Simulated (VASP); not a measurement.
Write the native input for VASP 6.6.1 that does the following.

```yaml
Task: single point
Functional: r2SCAN
Potentials_or_basis: VASP PAW PBE potentials, release 64 (Cs_sv)
Cutoff: 520 eV
k_mesh: 5 × 5 × 3
Occupations: gaussian, width 0.1 eV
Spin: no spin polarisation
Dipole_correction: no
Further_INCAR_settings: ALGO = Normal; EDIFF = 1e-06; NBANDS = 16
```

Cs:

```
Cs
1.0
     5.41373    0.00000    0.00000
    -2.70686    4.68842    0.00000
     0.00000    0.00000    9.00469
Cs
2
Direct
  0.33333 0.66667 0.25000
  0.66667 0.33333 0.75000
```

One way to write it, as run:

POSCAR

```
Cs
1.0
    5.4137309093      0.0000000000      0.0000000000
   -2.7068605917      4.6884227921      0.0000000000
    0.0000000000      0.0000000000      9.0046941958
Cs
2
Direct
    0.3333333333      0.6666666667      0.2500000000
    0.6666666667      0.3333333333      0.7500000000
```

INCAR.step1

```
SYSTEM = Cs
  PREC = Accurate
  ENCUT = 520
  ISMEAR = 0
  SIGMA = 0.1
  LREAL = .False.
  LASPH = .True.
  NELM = 60
  NBANDS = 16
  GGA = PE
  ALGO = Normal
  EDIFF = 1E-4
  LWAVE = .True.
  LCHARG = .False.
```

INCAR.step2

```
SYSTEM = Cs
  PREC = Accurate
  ENCUT = 520
  EDIFF = 1E-6
  ISMEAR = 0
  SIGMA = 0.1
  LREAL = .False.
  LASPH = .True.
  NELM = 60
  ALGO = Normal
  ISIF = 2
  LWAVE = .False.
  LCHARG = .False.
  METAGGA = R2SCAN
  LMIXTAU = .True.
  NBANDS = 16
  ISTART = 1
```

KPOINTS

```
Automatic mesh
0
Gamma
  5 5 3
  0 0 0
```

Potentials or basis: VASP PAW PBE potentials, release 64 (Cs_sv).

Run with:

```bash
$ cat potpaw_PBE.64/Cs_sv/POTCAR > POTCAR
$ cp INCAR.step1 INCAR
$ mpirun -np 1 vasp_std > vasp.out
$ cp INCAR.step2 INCAR
$ mpirun -np 1 vasp_std > vasp.out
```

It gave:

| Property | Result |
| --- | --- |
| Pressure | 0.2 GPa |
| Band gap on the k mesh | zero (band 9 reaches 0.99 eV, above the bottom of band 10 at -0.16 eV) |

Caveat: the PAW data sets were made with another functional, which shifts forces and pressure a little; spin-orbit coupling is left out, which moves the levels of the heavy elements.

Wall time 2.1 min on 1 thread of AMD EPYC 9R45 96-Core Processor (Zen 5), with other jobs on the host, peak memory 0.33 GiB.
